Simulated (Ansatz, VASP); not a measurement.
**One calculation of Mg5Se, two programs**

```
Mg Se
1.0
    -4.56722    4.56722    2.42149
     4.56722   -4.56722    2.42149
     4.56722    4.56722   -2.42149
Mg Se
5 1
Direct
  0.50000 0.83124 0.33124
  0.50000 0.16876 0.66876
  0.83124 0.50000 0.33124
  0.16876 0.50000 0.66876
  0.50000 0.50000 0.00000
  0.00000 0.00000 0.00000
```

Alike in both runs: functional PBE; k mesh 10 × 10 × 10; occupations gaussian, width 0.1 eV; no spin polarisation.

Ansatz relaxed the structure, and its values are those at the end. VASP's run is a single point on that final structure, the one shown.

```csv
,VASP,Ansatz
version,VASP 6.6.1,Ansatz 0.2.0
potentials or method,"VASP PAW PBE potentials, release 64 (Mg, Se), cutoff 520 eV","scalar-relativistic, plane waves, PAW"
valence electrons in the cell,16,66
```

|  | VASP | Ansatz | Ansatz less VASP |
| --- | --- | --- | --- |
| gap on the k mesh at the Fermi level (eV) | none | none | - |
| pressure (GPa) | 0.0 | 0.0 | +0.03 |

A gap of «none» marks a metal or a gap that the smearing closes. VASP's potentials hold 16 valence electrons a cell and Ansatz's 66, so a difference there can come from the potentials and not from the codes.
